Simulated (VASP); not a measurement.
## LiZn2P2: single point with PBE

Crystal: LiZn2P2.

```
CELL_PARAMETERS angstrom
3.80199 0.00000 0.00000
-1.90099 3.29262 0.00000
0.00000 0.00000 6.40363
ATOMIC_POSITIONS crystal
P 0.33330 0.66670 0.25830
P 0.66670 0.33330 0.74170
Li 0.00000 0.00000 0.00000
Zn 0.33330 0.66670 0.63030
Zn 0.66670 0.33330 0.36970
```

```
Program                : VASP 6.6.1
Task                   : single point
Functional             : PBE
Potentials or basis    : VASP PAW PBE potentials, release 64 (P, Li_sv, Zn)
Cutoff                 : 520 eV
k mesh                 : 10 × 10 × 5
Occupations            : fermi-dirac, width 0.0209 eV
Spin                   : no spin polarisation
Dipole correction      : no
Further INCAR settings : ALGO = Normal; EDIFF = 1e-06; NBANDS = 26
```

```json
{"Largest force": "1.254 eV/Å", "Band gap on the k mesh": "zero (an odd number of electrons rules out a gap without spin polarisation)"}
```

Forces on the atoms (eV/Å):
```
P    0.003 -0.002 -1.254
P   -0.003  0.002  1.254
Li   0.000  0.000  0.000
Zn   0.003 -0.002  0.331
Zn  -0.003  0.002 -0.331
```

Levels at points of the mesh, in eV from the Fermi level:
| k point | band 15 | band 16 | band 17 | band 18 | band 19 | band 20 | band 21 | band 22 | band 23 | band 24 |
| --- | --- | --- | --- | --- | --- | --- | --- | --- | --- | --- |
| (0.00, 0.00, 0.00) | -0.15 | -0.15 | 0.88 | 1.06 | 1.06 | 2.71 | 3.89 | 5.15 | 5.15 | 5.44 |
| (0.50, 0.00, 0.00) | -4.05 | -3.11 | -2.17 | -1.16 | -0.11 | 2.53 | 3.80 | 4.80 | 5.39 | 6.93 |
| (0.50, 0.50, 0.00) | -4.05 | -3.11 | -2.17 | -1.16 | -0.11 | 2.53 | 3.79 | 4.80 | 5.40 | 6.93 |

Wall time 3 min on 1 thread of Intel(R) Xeon(R) Platinum 8259CL CPU @ 2.50GHz (Skylake/Cascade Lake), with other jobs on the host, peak memory 0.37 GiB.

Caveat: forces of over 1 eV/Å act on the atoms, so gaps and moduli don't describe the material at rest.
